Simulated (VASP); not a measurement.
Wanted: the native input for a VASP 6.6.1 run.

* Task: relaxation of cell and atoms
* Functional: PBEsol
* Potentials or basis: VASP PAW PBE potentials, release 64 (In_d, Se)
* Cutoff: 600 eV
* k mesh: 6 × 6 × 6
* Occupations: fermi-dirac, width 0.05 eV
* Spin: no spin polarisation
* Target pressure: 30 GPa
* Dipole correction: no
* Further INCAR settings: ALGO = Normal; EDIFF = 1e-06; IBRION = 2; EDIFFG = -0.005; NSW = 80; ISIF = 3

The structure of In3Se lies in POSCAR:

```
In3Se
1.0
    4.8037580000      0.0000000000      0.0000000000
    0.0000000000      4.8037580000      0.0000000000
    0.0000000000      0.0000000000      4.8037580000
In Se
3 1
Direct
    0.5000000000      0.5000000000      0.0000000000
    0.5000000000      0.0000000000      0.5000000000
    0.0000000000      0.5000000000      0.5000000000
    0.0000000000      0.0000000000      0.0000000000
```

The input as run:

INCAR

```
PREC = Accurate
ENCUT = 600
EDIFF = 1E-6
ISMEAR = -1
SIGMA = 0.05
LREAL = False
LASPH = True
NELM = 100
ALGO = Normal
ISIF = 3
LWAVE = False
LCHARG = False
GGA = PS
IBRION = 2
NSW = 80
EDIFFG = -0.005
PSTRESS = 300.0
```

KPOINTS

```
Automatic mesh
0
Gamma
  6 6 6
```

Potentials or basis: VASP PAW PBE potentials, release 64 (In_d, Se).

Launch:

```console
$ cat potpaw_PBE.64/In_d/POTCAR potpaw_PBE.64/Se/POTCAR > POTCAR
$ mpirun -np 1 vasp_std > vasp.out
```

It gave:

| Item | Value |
| --- | --- |
| Relaxed volume | 18.57 Å³/atom |
| Relaxed cell | a = 4.203 Å, b = 4.203 Å, c = 4.203 Å, α = 90.00°, β = 90.00°, γ = 90.00° |
| Space group after relaxing (to 0.1 Å) | Pm-3m (No. 221) |
| Energy change on relaxing (the run minimises the enthalpy) | +456.5 meV/atom |
| Ionic steps | 17 |
| Pressure after relaxing | 30.0 GPa |
| Band gap on the k mesh | zero (an odd number of electrons rules out a gap without spin polarisation) |

Caveat: the cell is relaxed towards a set pressure, so the run minimises the enthalpy, not the energy; the volume moved by over 15 % at a fixed basis, so the end points are rough; the PAW data sets were made with another functional, which shifts forces and pressure a little; spin-orbit coupling is left out, which moves the levels of the heavy elements.

Wall time 3.9 min on 1 thread of Intel(R) Xeon(R) 6975P-C (Granite Rapids), with other jobs on the host, peak memory 0.3 GiB.
